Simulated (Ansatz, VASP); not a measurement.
## In2Sb: VASP beside Ansatz

```
In Sb
1.0
     5.37990    0.00000    0.00000
    -2.68995    4.65913    0.00000
     0.00000    0.00000    6.72255
In Sb
4 2
Cartesian
  2.6900 1.5530 1.6806
  0.0000 3.1061 5.0419
  0.0000 0.0000 3.3613
  0.0000 0.0000 0.0000
  2.6900 1.5530 5.0419
  0.0000 3.1061 1.6806
```

Alike in both runs: task single point; functional PBEsol; k mesh 12 × 12 × 6; occupations gaussian, width 0.1 eV; no spin polarisation.

```csv
,VASP,Ansatz
version,VASP 6.6.1,Ansatz 0.2.0
potentials or method,"VASP PAW PBE potentials, release 64 (In_d, Sb), cutoff 520 eV","scalar-relativistic, plane waves, PAW"
valence electrons in the cell,62,82
```

VASP gave:

```
gap on the k mesh at the Fermi level (eV)                     : none
pressure (GPa)                                                : -2.6
traceless stress, the component that is largest in VASP (GPa) : -0.96
```

Q: What did Ansatz give for the same quantities?

A: gap on the k mesh at the Fermi level (eV): none; pressure (GPa): -2.6; traceless stress, the component that is largest in VASP (GPa): -0.95.

VASP's potentials were made for PBE, not for PBEsol. A gap of «none» marks a metal or a gap that the smearing closes. VASP's potentials hold 62 valence electrons a cell and Ansatz's 82, so a difference there can come from the potentials and not from the codes.

Spin-orbit coupling is off throughout.
